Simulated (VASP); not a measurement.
The system is MgO3.

```
Mg O
1.0
    -2.30449    2.30449    2.30449
     2.30449   -2.30449    2.30449
     2.30449    2.30449   -2.30449
Mg O
1 3
Cartesian
  0.0000 0.0000 0.0000
  2.3045 0.0000 0.0000
  0.0000 2.3045 0.0000
  0.0000 0.0000 2.3045
```

| Property | Result |
| --- | --- |
| Program | VASP 6.6.1 |
| Task | relaxation of cell and atoms |
| Functional | PBE |
| Potentials or basis | VASP PAW PBE potentials, release 64 (Mg, O) |
| Cutoff | 600 eV |
| k mesh | 6 × 6 × 6 |
| Occupations | gaussian, width 0.1 eV |
| Spin | collinear spin, ferromagnetic start |
| Starting moments | [0.0, 1.0, 1.0, 1.0] μB |

At the start: pressure -22.5 GPa; volume 12.24 Å³/atom.

How do energy, volume and symmetry change on relaxing?

Over 3 steps the energy falls by 292.0 meV/atom and the volume is 9.11 Å³/atom (-25.6 %); space group Im-3m (No. 229, to 0.05 Å); moment 1.00 μB per cell.

Step by step:
| step | energy change (eV) | largest force (eV/Å) | pressure (GPa) | volume (Å³) |
| --- | --- | --- | --- | --- |
| 1 | 0.0000 | 0.0000 | -22.51 | 48.95 |
| 2 | -1.1441 | 0.0000 | -5.21 | 37.75 |
| 3 | -1.1679 | 0.0000 | -0.37 | 36.42 |

Final structure:
```xyz
4
Lattice="-2.0882 2.0882 2.0882 2.0882 -2.0882 2.0882 2.0882 2.0882 -2.0882" Properties=species:S:1:pos:R:3 pbc="T T T"
Mg    0.0000    0.0000    0.0000
O     2.0882    0.0000    0.0000
O     0.0000    2.0882    0.0000
O     0.0000    0.0000    2.0882
```

Caveat: the volume moved by over 15 % at a fixed basis, so the end points are rough.
